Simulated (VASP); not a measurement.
Write the native input for VASP 6.6.1 that does the following.

```yaml
Task: single point
Functional: LDA
Potentials_or_basis: VASP PAW LDA potentials, release 64 (Tl_d, Br)
Cutoff: 500 eV
k_mesh: 4 × 4 × 4
Occupations: gaussian, width 0.01 eV
Spin: no spin polarisation
Dipole_correction: no
Further_INCAR_settings: ALGO = Normal; EDIFF = 1e-06; NBANDS = 17
```

The structure of TlBr lies in POSCAR:

```
TlBr
1.0
    3.9949064133      0.0000000000      0.0000000000
    0.0000000000      3.9949064133      0.0000000000
    0.0000000000      0.0000000000      3.9949064133
Tl Br
1 1
Direct
    0.0000000000      0.0000000000      0.0000000000
    0.5000000000      0.5000000000      0.5000000000
```

These files were run (other wordings do the same):

INCAR

```
PREC = Accurate ; ENCUT = 500
EDIFF = 1E-6 ; ISMEAR = 0
SIGMA = 0.01 ; LREAL = False
LASPH = True ; NELM = 120
ALGO = Normal ; ISIF = 2
LWAVE = False ; LCHARG = False
NBANDS = 17 ; GGA_COMPAT = False
```

KPOINTS

```
Automatic mesh
0
Gamma
  4 4 4
```

Potentials or basis: VASP PAW LDA potentials, release 64 (Tl_d, Br).

Launch:

```console
$ cat potpaw_LDA.64/Tl_d/POTCAR potpaw_LDA.64/Br/POTCAR > POTCAR
$ mpirun -np 1 vasp_std > vasp.out
```

Results of the run:

| Quantity | Value |
| --- | --- |
| Pressure | -2.8 GPa |
| Band gap on the k mesh | 1.67 eV, direct |

Caveat: spin-orbit coupling is left out, which moves the levels of the heavy elements.

It took 15 s on 1 thread of Intel Xeon 8259CL, with other jobs on the host, peak memory 0.15 GiB.
